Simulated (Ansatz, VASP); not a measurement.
## One calculation of Al, two programs

INCAR

```
ALGO     = Normal         # electronic algorithm
EDIFF    = 1E-7           # SCF threshold, eV
ENCUT    = 520            # plane-wave cutoff, eV
GGA      = PS             # functional
ISIF     = 2              # what is computed and relaxed
ISMEAR   = 0              # smearing method
IVDW     = 12             # dispersion correction
LASPH    = True           # aspherical terms in the spheres
LCHARG   = False          # write CHGCAR
LREAL    = False          # projectors in reciprocal space
LWAVE    = False          # write WAVECAR
NBANDS   = 10             # bands
NELM     = 100            # most SCF steps
PREC     = Accurate       # precision mode
SIGMA    = 0.15           # smearing width, eV
```

The input KPOINTS:

```
k-points
0
Gamma
  18 18 10
```

File POSCAR:

```
Al
1.0
    2.8124553515      0.0000000000      0.0000000000
   -1.4062276757      2.4356577814      0.0000000000
    0.0000000000      0.0000000000      4.8668500000
Al
2
Direct
    0.6666666667      0.3333333333      0.7294528288
    0.3333333333      0.6666666667      0.2500000000
```

Input for Ansatz:

```yaml
crystal:
  lattice:
    - [2.8124553515, 0.0, 0.0]
    - [-1.4062276757, 2.4356577814, 0.0]
    - [0.0, 0.0, 4.86685]
  atoms:
    - { symbol: Al, position: [0.6666666667, 0.3333333333, 0.7294528288] }
    - { symbol: Al, position: [0.3333333333, 0.6666666667, 0.25] }
basis:
  ecutwfc: 420
kpoints:
  mp_grid: { grid: [18, 18, 10] }
hamiltonian:
  xc: pbesol
  dispersion: d3bj
scf:
  occupations: { method: gaussian, width: 0.15 }
output:
  forces: true
  stress: true
  eigenvalues: true
```

Alike in both runs: task single point; functional PBEsol; dispersion D3(BJ); k mesh 18 × 18 × 10; occupations gaussian, width 0.15 eV; no spin polarisation.

```csv
,VASP,Ansatz
version,VASP 6.6.1,Ansatz 0.2.0
potentials or method,"VASP PAW PBE potentials, release 64 (Al), cutoff 520 eV","scalar-relativistic, plane waves, PAW"
valence electrons in the cell,6,6
```

VASP gave:

```
gap on the k mesh at the Fermi level (eV)                     : none
pressure (GPa)                                                : -4.0
traceless stress, the component that is largest in VASP (GPa) : -1.29
rms of the force components (eV/Å)                            : 0.223
```

Task: Estimate Ansatz's values.

Result: gap on the k mesh at the Fermi level (eV): none; pressure (GPa): -4.1; traceless stress, the component that is largest in VASP (GPa): -1.28; rms of the force components (eV/Å): 0.221.

VASP's potentials were made for PBE, not for PBEsol. Atom by atom the forces differ by 0.001 eV/Å (rms over components). A gap of «none» marks a metal or a gap that the smearing closes.
